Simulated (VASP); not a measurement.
# BN (Cmm2) in VASP: a series of runs, part 2 of 2

VASP 6.6.1. Earlier steps stand in the parts before.

## 5. Single point, PBE (atom 5 (N) moved +0.062 Å along Cartesian [0 1 0])

Contents of INCAR:

```
SYSTEM = BN
PREC = Accurate
ENCUT = 520
EDIFF = 1E-6
ISMEAR = 0
SIGMA = 0.05
LREAL = .FALSE.
LASPH = .TRUE.
NELM = 100
ALGO = Normal
ISIF = 2
LWAVE = .FALSE.
LCHARG = .TRUE.
GGA = PE
LELF = .TRUE.
LVHAR = .TRUE.
NBANDS = 26
```

Contents of KPOINTS:

```
regular mesh
0
G
  6 6 6
  0 0 0
```

Contents of POSCAR:

```
BN
1.0
    3.6246970237      0.0000000000      0.0000000000
    0.0000000000     -3.6246970237      0.0000000000
    0.0000000000      0.0000000000     -3.6246970237
B N
4 4
Direct
    0.0000000000      0.0000000000      0.0000000000
    0.5000000000      0.5000000000      0.0000000000
    0.5000000000      0.0000000000      0.5000000000
    0.0000000000      0.5000000000      0.5000000000
    0.7500000000      0.7327571795      0.7500000000
    0.2500000000      0.2500000000      0.7500000000
    0.2500000000      0.7500000000      0.2500000000
    0.7500000000      0.2500000000      0.2500000000
```

The run is started by

```console
> cat potpaw_PBE.64/B/POTCAR potpaw_PBE.64/N/POTCAR > POTCAR
> mpirun -np 1 vasp_std > vasp.out
```

Wall time 28 s (1 thread of Intel Xeon Platinum 8559C (Emerald Rapids), shared host); peak memory 0.18 GiB.

The run converged. Its results:

- Free energy: -69.7356 eV
- Pressure: 0.6 GPa
- Largest force: 2.188 eV/Å
- Band gap on the k mesh: 4.30 eV

Forces on the atoms (eV/Å):
```
B   -0.081  0.340  0.081
B   -0.138  0.399 -0.138
B    0.081  0.340 -0.081
B    0.138  0.399  0.138
N    0.000 -2.188  0.000
N    0.000  0.431  0.000
N    0.000 -0.152  0.000
N    0.000  0.431  0.000
```

Stress tensor (GPa, compression positive):
```
0.70 0.00 0.33
0.00 0.36 0.00
0.33 0.00 0.70
```

Levels at points of the mesh, in eV from the valence-band top:
```
           k point  band 12  band 13  band 14  band 15  band 16  band 17  band 18  band 19  band 20  band 21
(0.00, 0.00, 0.00)    -5.00    -4.88    -0.28    -0.14     0.00     4.30     4.31     4.32     8.48     8.64
(0.50, 0.00, 0.00)    -4.11    -3.13    -3.12    -3.10    -3.08     6.60     6.62     9.38     9.40    11.20
(0.00, 0.50, 0.00)    -4.10    -3.35    -3.18    -3.07    -2.90     6.60     6.65     9.39     9.43    11.29
(0.50, 0.50, 0.00)    -5.53    -2.33    -2.22    -2.20    -2.08     9.31     9.37     9.64     9.68    11.73
(0.50, 0.00, 0.50)    -5.63    -2.43    -2.22    -2.21    -2.00     9.41     9.50     9.54     9.65    11.63
(0.50, 0.50, 0.50)    -2.07    -2.06    -2.06    -1.96    -1.77     9.74     9.80     9.88     9.90    10.20
```

Caveat: the cell differs from its parent crystal (atom 5 (N) moved +0.062 Å along Cartesian [0 1 0]); forces of over 1 eV/Å act on the atoms, so gaps and moduli don't describe the material at rest. A k mesh can miss the band edges.

## 6. Single point, PBE (atom 5 (N) moved +0.037 Å along Cartesian [0 1 0])

INCAR, as its differences from that of step 5:

```diff
@@ -3,3 +3,3 @@
 ENCUT = 520
-EDIFF = 1E-6
+EDIFF = 1E-7
 ISMEAR = 0
@@ -8,3 +8,3 @@
 LASPH = .TRUE.
-NELM = 100
+NELM = 80
 ALGO = Normal
```

KPOINTS is that of step 5.

POSCAR, as its differences from that of step 5:

```diff
@@ -12,3 +12,3 @@
     0.0000000000      0.5000000000      0.5000000000
-    0.7500000000      0.7327571795      0.7500000000
+    0.7500000000      0.7396543077      0.7500000000
     0.2500000000      0.2500000000      0.7500000000
```

Potentials or basis: VASP PAW PBE potentials, release 64 (B, N).

The run is started by

```console
> cat potpaw_PBE.64/B/POTCAR potpaw_PBE.64/N/POTCAR > POTCAR
> mpirun -np 1 vasp_std > vasp.out
```

It took 30 s on 1 thread of Intel Xeon Platinum 8559C (Emerald Rapids), shared host; peak memory 0.18 GiB.

The run converged. Its results:

```yaml
Free_energy: -69.7794 eV
Pressure: 0.4 GPa
Largest_force: 1.316 eV/Å
Band_gap_on_the_k_mesh: 4.36 eV
```

Forces in eV/Å, atoms in the order of the input:
```
B   -0.055  0.212  0.055
B   -0.076  0.233 -0.076
B    0.055  0.212 -0.055
B    0.076  0.233  0.076
N    0.000 -1.316  0.000
N    0.000  0.259  0.000
N    0.000 -0.091  0.000
N    0.000  0.259  0.000
```

Stress tensor (GPa, compression positive):
```
0.40 0.00 0.19
0.00 0.28 0.00
0.19 0.00 0.40
```

Levels at points of the mesh, in eV from the valence-band top:
| k point | band 13 | band 14 | band 15 | band 16 | band 17 | band 18 | band 19 | band 20 |
| --- | --- | --- | --- | --- | --- | --- | --- | --- |
| (0.00, 0.00, 0.00) | -4.88 | -0.17 | -0.08 | 0.00 | 4.36 | 4.37 | 4.37 | 8.61 |
| (0.50, 0.00, 0.00) | -3.07 | -3.07 | -3.06 | -3.05 | 6.67 | 6.68 | 9.46 | 9.47 |
| (0.00, 0.50, 0.00) | -3.20 | -3.10 | -3.04 | -2.94 | 6.66 | 6.70 | 9.47 | 9.48 |
| (0.50, 0.50, 0.00) | -2.23 | -2.16 | -2.15 | -2.08 | 9.47 | 9.50 | 9.66 | 9.69 |
| (0.50, 0.00, 0.50) | -2.29 | -2.16 | -2.16 | -2.03 | 9.52 | 9.58 | 9.60 | 9.66 |
| (0.50, 0.50, 0.50) | -2.01 | -2.01 | -1.95 | -1.83 | 9.90 | 9.93 | 9.95 | 9.96 |

Caveat: the cell differs from its parent crystal (atom 5 (N) moved +0.037 Å along Cartesian [0 1 0]); forces of over 1 eV/Å act on the atoms, so gaps and moduli don't describe the material at rest. A k mesh can miss the band edges.

## 7. Single point, PBE (atom 5 (N) moved +0.013 Å along Cartesian [0 1 0])

Contents of INCAR:

```
PREC = Accurate
ENCUT = 520
EDIFF = 1E-6
ISMEAR = 0
SIGMA = 0.05
LREAL = False
LASPH = True
NELM = 100
ALGO = Normal
ISIF = 2
LWAVE = False
LCHARG = False
GGA = PE
NBANDS = 26
```

Contents of KPOINTS:

```
Automatic mesh
0
Gamma
  6 6 6
```

POSCAR, as its differences from that of step 6:

```diff
@@ -12,3 +12,3 @@
     0.0000000000      0.5000000000      0.5000000000
-    0.7500000000      0.7396543077      0.7500000000
+    0.7500000000      0.7465514359      0.7500000000
     0.2500000000      0.2500000000      0.7500000000
```

Potentials or basis: VASP PAW PBE potentials, release 64 (B, N).

The run is started by

```console
> cat potpaw_PBE.64/B/POTCAR potpaw_PBE.64/N/POTCAR > POTCAR
> mpirun -np 1 vasp_std > vasp.out
```

OUTCAR:

```text
PREC = Accurate
   ENCUT = 520
   EDIFF = 1E-6
   ISMEAR = 0
   LREAL = False
   LASPH = True
   NELM = 100
   ISIF = 2
   GGA = PE

 ion  position               nearest neighbor table
   1  0.000  0.000  0.000-   6 1.57   7 1.57   8 1.57   5 1.58
   2  0.500  0.500  0.000-   5 1.56   6 1.57   7 1.57   8 1.57
   3  0.500  0.000  0.500-   6 1.57   7 1.57   8 1.57   5 1.58
   4  0.000  0.500  0.500-   5 1.56   6 1.57   7 1.57   8 1.57
   5  0.750  0.747  0.750-   2 1.56   4 1.56   3 1.58   1 1.58
   6  0.250  0.250  0.750-   1 1.57   2 1.57   3 1.57   4 1.57
   7  0.250  0.750  0.250-   1 1.57   2 1.57   3 1.57   4 1.57
   8  0.750  0.250  0.250-   1 1.57   2 1.57   3 1.57   4 1.57

  LATTYP: Found a simple cubic cell.
 ALAT       =     3.6246970237

  Lattice vectors:

 A1 = (   3.6246970237,   0.0000000000,   0.0000000000)
 A2 = (   0.0000000000,  -3.6246970237,   0.0000000000)
 A3 = (   0.0000000000,   0.0000000000,  -3.6246970237)

Analysis of symmetry for initial positions (statically):
=====================================================================
 Subroutine PRICEL returns:
 Original cell was already a primitive cell.

 Routine SETGRP: Setting up the symmetry group for a
 simple cubic supercell.

 Subroutine GETGRP returns: Found  4 space group operations
 (whereof  2 operations were pure point group operations)
 out of a pool of 48 trial point group operations.

The static configuration has the point symmetry C_1h.
 The point group associated with its full space group is C_2v.

Analysis of symmetry for dynamics (positions and initial velocities):
=====================================================================
 Subroutine PRICEL returns:
 Original cell was already a primitive cell.

 Routine SETGRP: Setting up the symmetry group for a
 simple cubic supercell.

 Subroutine GETGRP returns: Found  4 space group operations
[... 133 lines left out ...]
   IALGO  =     38    algorithm
   IMIX   =      4    mixing-type and parameters
     AMIX     =   0.40;   BMIX     =  1.00
     AMIX_MAG =   1.60;   BMIX_MAG =  1.00
  volume/ion in A,a.u.               =       5.95        40.17
  Fermi-wavevector in a.u.,A,eV,Ry     =   1.433903  2.709684 27.974638  2.056078
  Thomas-Fermi vector in A             =   2.553370
   LORBIT       =      0    0 simple, 1 ext, 2 COOP (PROOUT), +10 PAW based schemes
   GGA     = PE    functional components
   LHFCALC =     F    Hartree Fock is set to
   AEXX    =    0.0000 exact exchange contribution
   IVDW    =     0    specifies the selected vdW correction
   LEPSILON=     F    determine dielectric tensor
   LRPA    =     F    only Hartree local field effects (RPA)
 non-spin polarized calculation
 Gauss-broadening in eV      SIGMA  =   0.05
  energy-cutoff  :      520.00
  volume of cell :       47.62
 maximum number of plane-waves:      1328
   NGX = 13   NGY = 13   NGZ = 13

 number of electron      31.9999996 magnetization

 Free energy of the ion-electron system (eV)
  ---------------------------------------------------
  ext. energy  EPLUGINS =         0.00000000
  ---------------------------------------------------
  free energy    TOTEN  =       -69.80131553 eV

  energy without entropy =      -69.80131553  energy(sigma->0) =      -69.80131553

 E-fermi :   7.5818     XC(G=0): -12.7824

 val. band max:        7.3321556811   @ k =   0.0000   0.0000   0.0000
 cond. band min:      11.7545108054   @ k =   0.0000   0.0000   0.0000
 fundamental gap:      4.4223551243
 Fermi energy:         7.5818135855

 k-point     1 :       0.0000    0.0000    0.0000
  band No.  band energies     occupation
      1     -12.8355      2.00000
      2      -7.3012      2.00000
      3      -7.3007      2.00000
      4      -7.3005      2.00000
      5      -1.5701      2.00000
      6      -1.5585      2.00000
[... 685 lines left out ...]
     25      20.0582      0.00000
     26      20.1098      0.00000

 [... further k-points ...]
[... 5 lines left out ...]
  --------------------------------------------------------------------------------------
  -------------------------------------------------------------------------------------
  Total        0.0758346      0.0718605      0.0758346     -0.0000000      0.0000000      0.0189110
  in kB        2.5513091      2.4176081      2.5513091     -0.0000000      0.0000000      0.6362226
  external PRESSURE =       2.5067421 kB  Pullay stress =       0.0000000 kB

 VOLUME and BASIS-vectors are now :
 -----------------------------------------------------------------------------
  energy-cutoff  :      520.00
  volume of cell :       47.62
      direct lattice vectors                 reciprocal lattice vectors
     3.624697024  0.000000000  0.000000000     0.275885127  0.000000000  0.000000000
     0.000000000 -3.624697024  0.000000000     0.000000000 -0.275885127  0.000000000
     0.000000000  0.000000000 -3.624697024     0.000000000  0.000000000 -0.275885127

 POSITION                                       TOTAL-FORCE (eV/Angst)
 -----------------------------------------------------------------------------------
      0.00000      0.00000      0.00000        -0.020662      0.073079      0.020662
      1.81235     -1.81235      0.00000        -0.022916      0.075458     -0.022916
      1.81235      0.00000     -1.81235         0.020662      0.073079     -0.020662
      0.00000     -1.81235     -1.81235         0.022916      0.075458      0.022916
      2.71852     -2.70602     -2.71852        -0.000000     -0.438929     -0.000000
      0.90617     -0.90617     -2.71852        -0.000000      0.086180     -0.000000
      0.90617     -2.71852     -0.90617        -0.000000     -0.030506     -0.000000
      2.71852     -0.90617     -0.90617        -0.000000      0.086180     -0.000000
 -----------------------------------------------------------------------------------
    total drift:                               -0.000000      0.000056     -0.000001

  FREE ENERGIE OF THE ION-ELECTRON SYSTEM (eV)
  ---------------------------------------------------
  free  energy   TOTEN  =       -69.8013155318 eV

  energy  without entropy=      -69.8013155318  energy(sigma->0) =      -69.80131553
```

stdout:

```text
POSCAR found type information on POSCAR B N
 POSCAR found :  2 types and       8 ions
 scaLAPACK will be used
 LDA part: xc-table for (Slater+PW92), standard interpolation
 POSCAR, INCAR and KPOINTS ok, starting setup
 FFT: planning ... GRIDC
 FFT: planning ... GRID_SOFT
 FFT: planning ... GRID
 WAVECAR not read
 entering main loop
```

It took 26 s on 1 thread of Intel Xeon Platinum 8559C (Emerald Rapids), shared host; peak memory 0.17 GiB.

Results:

* Free energy: -69.8013 eV
* Pressure: 0.3 GPa
* Largest force: 0.439 eV/Å
* Band gap on the k mesh: 4.42 eV

Forces on the atoms (eV/Å):
```
B   -0.021  0.073  0.021
B   -0.023  0.075 -0.023
B    0.021  0.073 -0.021
B    0.023  0.075  0.023
N    0.000 -0.439  0.000
N    0.000  0.086  0.000
N    0.000 -0.031  0.000
N    0.000  0.086  0.000
```

Caveat: the cell differs from its parent crystal (atom 5 (N) moved +0.013 Å along Cartesian [0 1 0]).
